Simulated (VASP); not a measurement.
**AlN: relaxation of cell and atoms with LDA**

AlN:

```
Al N
1.0
     0.00000    2.19000    2.19000
     2.19000    0.00000    2.19000
     2.19000    2.19000    0.00000
Al N
1 1
Direct
  0.00000 0.00000 0.00000
  0.25000 0.25000 0.25000
```

- Program: VASP 6.6.1
- Task: relaxation of cell and atoms
- Functional: LDA
- Potentials or basis: VASP PAW LDA potentials, release 64 (Al, N)
- Cutoff: 600 eV
- k mesh: 10 × 10 × 10
- Occupations: gaussian, width 0.02 eV
- Spin: no spin polarisation
- Dipole correction: no
- Further INCAR settings: ALGO = Normal; EDIFF = 1e-07; IBRION = 2; EDIFFG = -0.002; NSW = 100; ISIF = 3

```
Relaxed volume                        : 10.26 Å³/atom
Relaxed cell                          : a = 3.073 Å, b = 3.073 Å, c = 3.073 Å, α = 60.00°, β = 60.00°, γ = 60.00°
Space group after relaxing (to 0.1 Å) : F-43m (No. 216)
Energy gained by relaxing             : 3.7 meV/atom
Ionic steps                           : 3
Pressure after relaxing               : 0.0 GPa
Band gap on the k mesh                : 3.23 eV (least direct gap 4.37 eV)
```

The path:
| step | energy change (eV) | largest force (eV/Å) | pressure (GPa) | volume (Å³) |
| --- | --- | --- | --- | --- |
| 1 | 0.0000 | 0.0000 | -4.73 | 21.01 |
| 2 | -0.0008 | 0.0000 | 4.79 | 20.08 |
| 3 | -0.0073 | 0.0000 | -0.03 | 20.52 |

Final structure:
```
Al N
1.0
     0.00000    2.17301    2.17301
     2.17301    0.00000    2.17301
     2.17301    2.17301    0.00000
Al N
1 1
Direct
  0.00000 0.00000 0.00000
  0.25000 0.25000 0.25000
```

Levels at points of the mesh, in eV from the valence-band top:
| k point | band 1 | band 2 | band 3 | band 4 | band 5 | band 6 | band 7 | band 8 |
| --- | --- | --- | --- | --- | --- | --- | --- | --- |
| (0.00, 0.00, 0.00) | -14.91 | 0.00 | 0.00 | 0.00 | 4.37 | 12.48 | 12.48 | 12.48 |
| (0.50, 0.00, 0.00) | -12.75 | -5.97 | -0.49 | -0.49 | 7.41 | 9.87 | 11.06 | 11.06 |
| (0.50, 0.50, 0.00) | -12.07 | -5.00 | -1.81 | -1.81 | 3.23 | 8.50 | 13.96 | 15.68 |

Wall time 43 s on 1 thread of Intel Xeon 8259CL (shared host), peak memory 0.14 GiB.

A k mesh can miss the band edges.
